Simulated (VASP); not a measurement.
Runs of VASP 6.6.1 on KBr. The structure is that of space group Immm (No. 71), or close to it. The cells are those of the table. 

```tsv
cell	gap on the mesh (eV)	pressure (GPa)
a = 4.805, b = 4.633, c = 4.633 Å, angles 57.5, 58.8, 58.8°, 2 atoms	4.23	0.1
a = 4.776, b = 4.633, c = 4.633 Å, angles 57.9, 59.0, 59.0°, 2 atoms	(a)	0.1
a = 4.400, b = 4.634, c = 4.634 Å, angles 63.3, 61.7, 61.7°, 2 atoms	4.18	0.0
a = 4.834, b = 4.634, c = 4.634 Å, angles 57.1, 58.6, 58.6°, 2 atoms	4.20	0.0
```

Alike in all rows: task single point; level PBEsol; potentials or basis VASP PAW PBE potentials, release 64 (K_sv, Br); no spin polarisation; k mesh 6 × 6 × 6; cutoff (eV) 520; smearing gaussian 0.05 eV.

Q: Fill in the values left out.

A: (a) 4.25.

Caveats: the PAW data sets were made with another functional, which shifts forces and pressure a little.

A k mesh can miss the band edges, and the runs leave out spin-orbit coupling on Br.
